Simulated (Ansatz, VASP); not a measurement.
## Ta3I2 in VASP and in Ansatz

```
Ta I
1.0
     5.36070    0.00000    0.00000
    -2.68035    4.64250    0.00000
     0.00000    0.00000    7.70657
Ta I
3 2
Direct
  0.50000 0.00000 0.50000
  0.00000 0.50000 0.50000
  0.50000 0.50000 0.50000
  0.00000 0.00000 0.28142
  0.00000 0.00000 0.71858
```

Alike in both runs: functional PBE; k mesh 6 × 6 × 4; occupations gaussian, width 0.1 eV; no spin polarisation.

Ansatz relaxed the structure, and its values are those at the end. VASP's run is a single point on that final structure, the one shown.

|  | VASP | Ansatz |
| --- | --- | --- |
| version | VASP 6.6.1 | Ansatz 0.2.0 |
| potentials or method | VASP PAW PBE potentials, release 64 (Ta_pv, I), cutoff 520 eV | scalar-relativistic, plane waves, PAW |
| valence electrons in the cell | 47 | 73 |

|  | VASP | Ansatz | Ansatz less VASP |
| --- | --- | --- | --- |
| gap on the k mesh at the Fermi level (eV) | none | none | - |
| pressure (GPa) | 0.1 | 0.0 | -0.01 |
| rms of the force components (eV/Å) | 0.006 | 0.006 | -0.0006 |

A gap of «none» marks a metal or a gap that the smearing closes. With one functional, cell and mesh, what is left measures potentials, basis and numerics. VASP's potentials hold 47 valence electrons a cell and Ansatz's 73, so a difference there can come from the potentials and not from the codes.

Neither program's run includes spin-orbit coupling.
